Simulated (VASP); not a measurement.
# Zn (Im-3m) in VASP: further runs

Runs on Zn. Level: PBE. Tasks: single point, relaxation of cell and atoms.

All numbers are computed with VASP 6.6.1; they aren't measurements. Logs are shortened: lines on timing, memory, paths and dates and some standing lists are left out, and cuts for length are marked.

### 1 The cell of the first run

The structure is cubic, space group Im-3m (No. 229). Conventional cell: a = 2.358 Å, b = 2.358 Å, c = 2.358 Å, α = 90.00°, β = 90.00°, γ = 90.00°. Within 2.7 Å of Zn (site symmetry m-3m) lie 14 Zn at 2.04 to 2.36 Å.

### 2 Single point, PBE

The input, INCAR:

```
  ALGO = Normal
  EDIFF = 1E-6
  ENCUT = 520
  GGA = PE
  ISIF = 2
  ISMEAR = -1
  LASPH = T
  LCHARG = F
  LREAL = F
  LWAVE = F
  NBANDS = 12
  NELM = 60
  PREC = Accurate
  SIGMA = 0.05
```

The input, KPOINTS:

```
k-points
0
Gamma
  23 23 23
```

The input, POSCAR:

```
Zn
1.0
   -1.1790424164      1.1790424164      1.1790424164
    1.1790424164     -1.1790424164      1.1790424164
    1.1790424164      1.1790424164     -1.1790424164
Zn
1
Direct
    0.0000000000      0.0000000000      0.0000000000
```

Potentials or basis: VASP PAW PBE potentials, release 64 (Zn).

On the command line:

```sh
cat potpaw_PBE.64/Zn/POTCAR > POTCAR
mpirun -np 1 vasp_std > vasp.out
```

OUTCAR:

```text
EDIFF = 1E-6
   ENCUT = 520
   GGA = PE
   ISIF = 2
   ISMEAR = -1
   LASPH = T
   LREAL = F
   NELM = 60
   PREC = Accurate

 ion  position               nearest neighbor table
   1  0.000  0.000  0.000-

  LATTYP: Found a body centered cubic cell.
 ALAT       =     2.3580848328

  Lattice vectors:

 A1 = (  -1.1790424164,   1.1790424164,   1.1790424164)
 A2 = (   1.1790424164,  -1.1790424164,   1.1790424164)
 A3 = (   1.1790424164,   1.1790424164,  -1.1790424164)

Analysis of symmetry for initial positions (statically):
=====================================================================
 Subroutine PRICEL returns:
 Original cell was already a primitive cell.

 Routine SETGRP: Setting up the symmetry group for a
 body centered cubic supercell.

 Subroutine GETGRP returns: Found 48 space group operations
 (whereof 48 operations were pure point group operations)
 out of a pool of 48 trial point group operations.

The static configuration has the point symmetry O_h .

Analysis of symmetry for dynamics (positions and initial velocities):
=====================================================================
 Subroutine PRICEL returns:
 Original cell was already a primitive cell.

 Routine SETGRP: Setting up the symmetry group for a
 body centered cubic supercell.

 Subroutine GETGRP returns: Found 48 space group operations
 (whereof 48 operations were pure point group operations)
 out of a pool of 48 trial point group operations.

The dynamic configuration has the point symmetry O_h .

 Subroutine INISYM returns: Found 48 space group operations
 (whereof 48 operations are pure point group operations),
 and found     1 'primitive' translations

----------------------------------------------------------------------------------------

                                     Primitive cell

  volume of cell :       6.5561

  direct lattice vectors                    reciprocal lattice vectors
    -1.179042416  1.179042416  1.179042416     0.000000000  0.424072954  0.424072954
     1.179042416 -1.179042416  1.179042416     0.424072954  0.000000000  0.424072954
     1.179042416  1.179042416 -1.179042416     0.424072954  0.424072954  0.000000000

  length of vectors
     2.042161369  2.042161369  2.042161369     0.599729722  0.599729722  0.599729722

  position of ions in fractional coordinates (direct lattice)
     0.000000000  0.000000000  0.000000000

  ion indices of the primitive-cell ions
   primitive index   ion index
[... 73 lines left out ...]
   EDIFF  = 0.1E-05   stopping-criterion for ELM
   LREAL  =      F    real-space projection
   EDIFFG = 0.1E-04   stopping-criterion for IOM
   NSW    =      0    number of steps for IOM
   IBRION =     -1    ionic relax: 0-MD 1-quasi-New 2-CG
   NFREE  =      0    steps in history (QN), initial steepest desc. (CG)
   ISIF   =      2    stress and relaxation
   ISYM   =      2    0-nonsym 1-usesym 2-fastsym
   POTIM  = 0.5000    time-step for ionic-motion
   TEBEG  =    0.0;   TEEND  =   0.0 temperature during run
   PSTRESS=    0.0 pullay stress
   NELECT =      12.0000    total number of electrons
   NUPDOWN=      -1.0000    fix difference up-down
   EMIN   =  10.00;   EMAX   =-10.00  energy-range for DOS
   EFERMI =   0.00;   METHOD = LEGACY
   ISMEAR =    -1;   SIGMA  =   0.05  broadening in eV -4-tet -1-fermi 0-gaus
   EFERMI_NEDOS =   21; number of points for ismear=-14 and -15
   IALGO  =     38    algorithm
   IMIX   =      4    mixing-type and parameters
     AMIX     =   0.40;   BMIX     =  1.00
     AMIX_MAG =   1.60;   BMIX_MAG =  1.00
  volume/ion in A,a.u.               =       6.56        44.24
  Fermi-wavevector in a.u.,A,eV,Ry     =   2.002561  3.784292 54.562788  4.010252
  Thomas-Fermi vector in A             =   3.017497
   LORBIT       =      0    0 simple, 1 ext, 2 COOP (PROOUT), +10 PAW based schemes
   GGA     = PE    functional components
   LHFCALC =     F    Hartree Fock is set to
   AEXX    =    0.0000 exact exchange contribution
   IVDW    =     0    specifies the selected vdW correction
   LEPSILON=     F    determine dielectric tensor
   LRPA    =     F    only Hartree local field effects (RPA)
 non-spin polarized calculation
  energy-cutoff  :      520.00
  volume of cell :        6.56
 maximum number of plane-waves:       185
   NGX =  7   NGY =  7   NGZ =  7

 number of electron      12.0000014 magnetization

 Free energy of the ion-electron system (eV)
  ---------------------------------------------------
  ext. energy  EPLUGINS =         0.00000000
  ---------------------------------------------------
  free energy    TOTEN  =         4.92378149 eV

  energy without entropy =        4.92588994  energy(sigma->0) =        4.92483571

 E-fermi :  15.0602     XC(G=0): -16.8065

 val. band max:       15.0398863652   @ k =  -0.4783  -0.4783   0.0870
 cond. band min:      15.0675656964   @ k =   0.4783   0.0000   0.0000
 fundamental gap:      0.0276793312
 Fermi energy:        15.0602401500

 k-point     1 :       0.0000    0.0000    0.0000
  band No.  band energies     occupation
      1      -7.1982      2.00000
      2       0.4021      2.00000
      3       0.4021      2.00000
      4       0.4021      2.00000
      5       2.4249      2.00000
      6       2.4249      2.00000
      7      41.7926      0.00000
      8      41.7926      0.00000
      9      41.7926      0.00000
     10      48.6093      0.00000
     11      48.6093      0.00000
     12      52.7271      0.00000
[... 331 lines left out ...]
 k-point    24 :       0.0870    0.0870    0.0000
  band No.  band energies     occupation
      1      -5.9119      2.00000
      2       0.1603      2.00000
      3       0.2554      2.00000
      4       1.1028      2.00000
      5       2.1507      2.00000
      6       2.4815      2.00000
      7      35.2207      0.00000
      8      37.0251      0.00000
      9      42.0536      0.00000
     10      43.2527      0.00000
     11      46.9905      0.00000
     12      49.4082      0.00000

 [... further k-points ...]
[... 5 lines left out ...]
  --------------------------------------------------------------------------------------
  -------------------------------------------------------------------------------------
  Total       20.5679821     20.5679821     20.5679821     -0.0000000      0.0000000     -0.0000000
  in kB     5026.3646200   5026.3646200   5026.3646200     -0.0000000      0.0000000     -0.0000000
  external PRESSURE =    5026.3646200 kB  Pullay stress =       0.0000000 kB

 VOLUME and BASIS-vectors are now :
 -----------------------------------------------------------------------------
  energy-cutoff  :      520.00
  volume of cell :        6.56
      direct lattice vectors                 reciprocal lattice vectors
    -1.179042416  1.179042416  1.179042416     0.000000000  0.424072954  0.424072954
     1.179042416 -1.179042416  1.179042416     0.424072954  0.000000000  0.424072954
     1.179042416  1.179042416 -1.179042416     0.424072954  0.424072954  0.000000000

 POSITION                                       TOTAL-FORCE (eV/Angst)
 -----------------------------------------------------------------------------------
      0.00000      0.00000      0.00000        -0.000000      0.000000     -0.000000
 -----------------------------------------------------------------------------------
    total drift:                                0.000000      0.000000     -0.000000

  FREE ENERGIE OF THE ION-ELECTRON SYSTEM (eV)
  ---------------------------------------------------
  free  energy   TOTEN  =         4.9237814889 eV

  energy  without entropy=        4.9258899354  energy(sigma->0) =        4.92483571
```

stdout:

```text
POSCAR found type information on POSCAR Zn
 POSCAR found :  1 types and       1 ions
 scaLAPACK will be used
 LDA part: xc-table for (Slater+PW92), standard interpolation
 POSCAR, INCAR and KPOINTS ok, starting setup
 FFT: planning ... GRIDC
 FFT: planning ... GRID_SOFT
 FFT: planning ... GRID
 WAVECAR not read
 entering main loop
```

Run time: 9.1 s. Hardware: 1 thread of Intel Xeon Platinum 8488C (Sapphire Rapids), shared host; peak memory 0.13 GiB.

Results:

- Free energy: 4.9238 eV
- Pressure: 502.6 GPa
- Band gap on the k mesh: zero (band 6 reaches 18.80 eV, above the bottom of band 7 at 13.91 eV)

### 3 Single point, PBE

The input, INCAR:

```
SYSTEM = Zn
ALGO = Normal
EDIFF = 1E-6
ENCUT = 520
GGA = PE
ISIF = 2
ISMEAR = -1
LASPH = .TRUE.
LCHARG = .FALSE.
LREAL = .FALSE.
LWAVE = .FALSE.
NBANDS = 12
NELM = 80
PREC = Accurate
SIGMA = 0.05
```

The input, KPOINTS:

```
k-points
0
G
  23 23 23
  0 0 0
```

The input, POSCAR:

```
Zn
1.0
   -1.1789597583      1.1789597583      1.1789597583
    1.1789597583     -1.1789597583      1.1789597583
    1.1789597583      1.1789597583     -1.1789597583
Zn
1
Direct
    0.0000000000      0.0000000000      0.0000000000
```

Potentials or basis: VASP PAW PBE potentials, release 64 (Zn).

On the command line:

```sh
cat potpaw_PBE.64/Zn/POTCAR > POTCAR
mpirun -np 1 vasp_std > vasp.out
```

Run time: 9.6 s. Hardware: 1 thread of Intel Xeon Platinum 8488C (Sapphire Rapids), shared host; peak memory 0.14 GiB.

Results (log left out):

```yaml
Free_energy: 4.9281 eV
Pressure: 503.0 GPa
Band_gap_on_the_k_mesh: zero (band 6 reaches 18.80 eV, above the bottom of band 7 at 13.91 eV)
```

Levels at points of the mesh, in eV from the Fermi level:
```tsv
k point	band 3	band 4	band 5	band 6	band 7	band 8	band 9	band 10
(0.00, 0.00, 0.00)	-14.66	-14.66	-12.64	-12.64	26.73	26.73	26.73	33.55
```

### 4 Relaxation of cell and atoms, PBE, target pressure 490 GPa, at which the enthalpy is minimised

This run uses another cell than the first one, of 6.52 Å³/atom, 0.995 times its volume.

The input, INCAR:

```
PREC     = Accurate       # precision mode
ENCUT    = 600            # plane-wave cutoff, eV
EDIFF    = 1E-6           # SCF threshold, eV
ISMEAR   = -1             # smearing method
SIGMA    = 0.05           # smearing width, eV
LREAL    = False          # projectors in reciprocal space
LASPH    = True           # aspherical terms in the spheres
NELM     = 60             # most SCF steps
ALGO     = Normal         # electronic algorithm
ISIF     = 3              # what is computed and relaxed
LWAVE    = False          # write WAVECAR
LCHARG   = False          # write CHGCAR
GGA      = PE             # functional
IBRION   = 2              # ionic algorithm
NSW      = 60             # ionic steps
EDIFFG   = -0.005         # ionic threshold
PSTRESS  = 4900.0
```

The input, KPOINTS:

```
Automatic mesh
0
Gamma
  23 23 23
```

The input, POSCAR:

```
Zn
1.0
   -1.1771047872      1.1771047872      1.1771047872
    1.1771047872     -1.1771047872      1.1771047872
    1.1771047872      1.1771047872     -1.1771047872
Zn
1
Direct
    0.0000000000      0.0000000000      0.0000000000
```

On the command line:

```sh
cat potpaw_PBE.64/Zn/POTCAR > POTCAR
mpirun -np 1 vasp_std > vasp.out
```

Run time: 51 s. Hardware: 1 thread of Intel Xeon 8259CL, shared host; peak memory 0.15 GiB.

Results (log left out):

```yaml
Free_energy: 4.7853 eV
Relaxed_volume: 6.60 Å³/atom
Relaxed_cell: a = 2.047 Å, b = 2.047 Å, c = 2.047 Å, α = 109.47°, β = 109.47°, γ = 109.47°
Space_group_after_relaxing_to_0.05_Å: Im-3m (No. 229)
Energy_change_on_relaxing_the_enthalpy_is_what_falls: -240.2 meV/atom
Ionic_steps: 4
Pressure_after_relaxing: 490.1 GPa
Band_gap_on_the_k_mesh: zero (band 6 reaches 18.65 eV, above the bottom of band 7 at 13.78 eV)
```

The path:
| step | energy change (eV) | largest force (eV/Å) | pressure (GPa) | volume (Å³) |
| --- | --- | --- | --- | --- |
| 1 | 0.0000 | 0.0000 | 511.57 | 6.52 |
| 2 | -2.1985 | 0.0000 | 320.37 | 7.39 |
| 3 | -0.2562 | 0.0000 | 488.55 | 6.61 |
| 4 | -0.2402 | 0.0000 | 490.10 | 6.60 |

Final structure:
```
Zn
1.0
    -1.18171    1.18171    1.18171
     1.18171   -1.18171    1.18171
     1.18171    1.18171   -1.18171
Zn
1
Direct
  0.00000 0.00000 0.00000
```

Levels at points of the mesh, in eV from the Fermi level:
| k point | band 3 | band 4 | band 5 | band 6 | band 7 | band 8 | band 9 | band 10 |
| --- | --- | --- | --- | --- | --- | --- | --- | --- |
| (0.00, 0.00, 0.00) | -14.56 | -14.56 | -12.56 | -12.56 | 26.70 | 26.70 | 26.70 | 33.45 |

Caveat: the cell is relaxed towards a set pressure, so the enthalpy falls and the energy may rise.

### 5 Relaxation of cell and atoms, PBE, target pressure 490 GPa, at which the enthalpy is minimised

The input, INCAR:

```
PREC = Accurate
ENCUT = 600
EDIFF = 1E-6
ISMEAR = -1
SIGMA = 0.05
LREAL = False
LASPH = True
NELM = 60
ALGO = Normal
ISIF = 3
LWAVE = False
LCHARG = False
GGA = PE
IBRION = 2
NSW = 32
EDIFFG = -0.005
PSTRESS = 4900.0
```

The input, KPOINTS:

```
regular mesh
0
Gamma
  23 23 23
```

The input, POSCAR:

```
Zn
1.0
   -1.1790424164      1.1790424164      1.1790424164
    1.1790424164     -1.1790424164      1.1790424164
    1.1790424164      1.1790424164     -1.1790424164
Zn
1
Direct
    0.0000000000      0.0000000000      0.0000000000
```

Potentials or basis: VASP PAW PBE potentials, release 64 (Zn).

On the command line:

```sh
cat potpaw_PBE.64/Zn/POTCAR > POTCAR
mpirun -np 1 vasp_std > vasp.out
```

OUTCAR:

```text
PREC = Accurate
   ENCUT = 600
   EDIFF = 1E-6
   ISMEAR = -1
   LREAL = False
   LASPH = True
   NELM = 60
   ISIF = 3
   GGA = PE
   IBRION = 2
   NSW = 32
   EDIFFG = -0.005
   PSTRESS = 4900.0

 ion  position               nearest neighbor table
   1  0.000  0.000  0.000-

  LATTYP: Found a body centered cubic cell.
 ALAT       =     2.3580848328

  Lattice vectors:

 A1 = (  -1.1790424164,   1.1790424164,   1.1790424164)
 A2 = (   1.1790424164,  -1.1790424164,   1.1790424164)
 A3 = (   1.1790424164,   1.1790424164,  -1.1790424164)

Analysis of symmetry for initial positions (statically):
=====================================================================
 Subroutine PRICEL returns:
 Original cell was already a primitive cell.

 Routine SETGRP: Setting up the symmetry group for a
 body centered cubic supercell.

 Subroutine GETGRP returns: Found 48 space group operations
 (whereof 48 operations were pure point group operations)
 out of a pool of 48 trial point group operations.

The static configuration has the point symmetry O_h .

Analysis of symmetry for dynamics (positions and initial velocities):
[... 166 lines left out ...]
  in kB     5023.8628537   5023.8628537   5023.8628537     -0.0000000     -0.0000000     -0.0000000
  external PRESSURE =     123.8628537 kB  Pullay stress =    4900.0000000 kB
[... 172 lines left out ...]
--------------------------------------- Ionic step        6  -------------------------------------------

 number of electron      12.0000016 magnetization

 Free energy of the ion-electron system (eV)
  ---------------------------------------------------
  ext. energy  EPLUGINS =         0.00000000
  ---------------------------------------------------
  free energy    TOTEN  =         4.78364083 eV

  energy without entropy =        4.78577369  energy(sigma->0) =        4.78470726

 E-fermi :  14.9086     XC(G=0): -16.7560

 val. band max:       14.9071299068   @ k =   0.4783   0.0000   0.0000
 cond. band min:      14.9312548130   @ k =  -0.4783   0.4783   0.0435
 fundamental gap:      0.0241249062
 Fermi energy:        14.9085669828

 k-point     1 :       0.0000    0.0000    0.0000
  band No.  band energies     occupation
      1      -7.2133      2.00000
      2       0.3455      2.00000
      3       0.3455      2.00000
      4       0.3455      2.00000
      5       2.3474      2.00000
      6       2.3474      2.00000
      7      41.6074      0.00000
      8      41.6074      0.00000
      9      41.6074      0.00000
     10      48.3550      0.00000
[... 287 lines left out ...]
 k-point    24 :       0.0870    0.0870    0.0000
  band No.  band energies     occupation
      1      -5.9334      2.00000
      2       0.1068      2.00000
      3       0.2009      2.00000
      4       1.0388      2.00000
      5       2.0766      2.00000
      6       2.4032      2.00000
      7      35.0271      0.00000
      8      36.8189      0.00000
      9      41.8546      0.00000
     10      42.9642      0.00000

 [... further k-points ...]

------------------------ aborting loop because EDIFF is reached ----------------------------------------

  FORCE on cell =-STRESS in cart. coord.  units (eV):
  Direction    XX          YY          ZZ          XY          YZ          ZX
  --------------------------------------------------------------------------------------
  -------------------------------------------------------------------------------------
  Total       20.1870152     20.1870152     20.1870152     -0.0000000     -0.0000000      0.0000000
  in kB     4899.5503094   4899.5503094   4899.5503094     -0.0000000     -0.0000000      0.0000000
  external PRESSURE =      -0.4496906 kB  Pullay stress =    4900.0000000 kB
[... 20 lines left out ...]
  energy  without entropy=        4.7857736869  energy(sigma->0) =        4.78470726

  enthalpy is  TOTEN    =        24.9725088038 eV   P V=       20.1888679690

 reached required accuracy - stopping structural energy minimisation
```

OSZICAR:

```text
N       E                     dE             d eps       ncg     rms          rms(c)
DAV:   1     0.350557457326E+02    0.35056E+02   -0.75453E+03  8028   0.262E+03
DAV:   2     0.485305641860E+01   -0.30203E+02   -0.29026E+02  7418   0.222E+02
DAV:   3     0.447276951619E+01   -0.38029E+00   -0.37989E+00  7926   0.249E+01
[... 33 lines left out ...]
DAV:   1     0.478333235838E+01   -0.11306E-02   -0.53015E-06  5070   0.594E-02    0.618E-03
DAV:   2     0.478333273922E+01    0.38083E-06   -0.11111E-06  3646   0.288E-02
   5 F= 0.24972509E+02 E0= 0.24973575E+02  d E =-.150180E-06
       N       E                     dE             d eps       ncg     rms          rms(c)
DAV:   1     0.478364077457E+01    0.30842E-03   -0.54056E-07  3652   0.192E-02    0.884E-04
DAV:   2     0.478364083482E+01    0.60253E-07   -0.95774E-08  3648   0.827E-03
   6 F= 0.24972509E+02 E0= 0.24973575E+02  d E =0.419559E-07
```

Run time: 66 s. Hardware: 1 thread of Intel Xeon 8259CL, shared host; peak memory 0.15 GiB.

Results:

```
Free energy                                            : 4.7836 eV
Relaxed volume                                         : 6.60 Å³/atom
Relaxed cell                                           : a = 2.047 Å, b = 2.047 Å, c = 2.047 Å, α = 109.47°, β = 109.47°, γ = 109.47°
Space group after relaxing (to 0.05 Å)                 : Im-3m (No. 229)
Energy change on relaxing (the enthalpy is what falls) : -139.7 meV/atom
Ionic steps                                            : 6
Pressure after relaxing                                : 490.0 GPa
Band gap on the k mesh                                 : zero (band 6 reaches 18.65 eV, above the bottom of band 7 at 13.78 eV)
```

Step by step:
| step | energy change (eV) | largest force (eV/Å) | pressure (GPa) | volume (Å³) |
| --- | --- | --- | --- | --- |
| 1 | 0.0000 | 0.0000 | 502.39 | 6.56 |
| 2 | -1.3528 | 0.0000 | 383.52 | 7.05 |
| 3 | -0.1435 | 0.0000 | 489.58 | 6.60 |
| 4 | -0.1389 | 0.0000 | 490.38 | 6.60 |
| 5 | -0.1400 | 0.0000 | 489.86 | 6.60 |
| 6 | -0.1397 | 0.0000 | 489.96 | 6.60 |

Final structure:
```xyz
1
Lattice="-1.1817 1.1817 1.1817 1.1817 -1.1817 1.1817 1.1817 1.1817 -1.1817" Properties=species:S:1:pos:R:3 pbc="T T T"
Zn    0.0000    0.0000    0.0000
```

Caveat: the cell is relaxed towards a set pressure, so the enthalpy falls and the energy may rise.

### 6 The runs side by side

| task | cell | cutoff (eV) | gap on the mesh (eV) | pressure (GPa) |
| --- | --- | --- | --- | --- |
| single point | a = 2.042 Å, angles 109.5°, 1 atom | 520 | none | 503.0 |
| relaxation of cell and atoms | relaxed to 490 GPa from a = 2.039 Å, angles 109.5°, 1 atom | 600 | none | 490.1 |
| relaxation of cell and atoms | relaxed to 490 GPa from a = 2.042 Å, angles 109.5°, 1 atom | 600 | none | 490.0 |

Alike in all rows: level PBE; potentials or basis VASP PAW PBE potentials, release 64 (Zn); no spin polarisation; k mesh 23 × 23 × 23; smearing fermi-dirac 0.05 eV.

Caveats: the cell is relaxed towards a set pressure, so the enthalpy falls and the energy may rise (some runs).

Total energies depend on the potentials used, so only differences within one code and one set of settings carry meaning.
